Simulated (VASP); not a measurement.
Zn:

```xyz
2
Lattice="2.7051 0.0000 0.0000 -1.3526 2.3427 0.0000 0.0000 0.0000 5.0313" Properties=species:S:1:pos:R:3 pbc="T T T"
Zn    1.3526    0.7809    3.7735
Zn    0.0000    1.5618    1.2578
```

This cell differs from its parent crystal: volume scaled by 1.04.

Program: VASP 6.6.1. Alike in all runs: task single point; no spin polarisation; cell as given; k mesh 11 × 11 × 6; cutoff (eV) 520; smearing fermi-dirac 0.05 eV.

Question: Order these runs on this cell by their pressure, lowest first.
A. level PBE; potentials or basis VASP PAW PBE potentials, release 64 (Zn)
B. level LDA; potentials or basis VASP PAW LDA potentials, release 64 (Zn)
C. level PBEsol; potentials or basis VASP PAW PBE potentials, release 64 (Zn)

Answer: B (-10.6 GPa), C (-7.5 GPa), A (-2.9 GPa).

Caveats: the PAW data sets were made with another functional, which shifts forces and pressure a little (some runs).
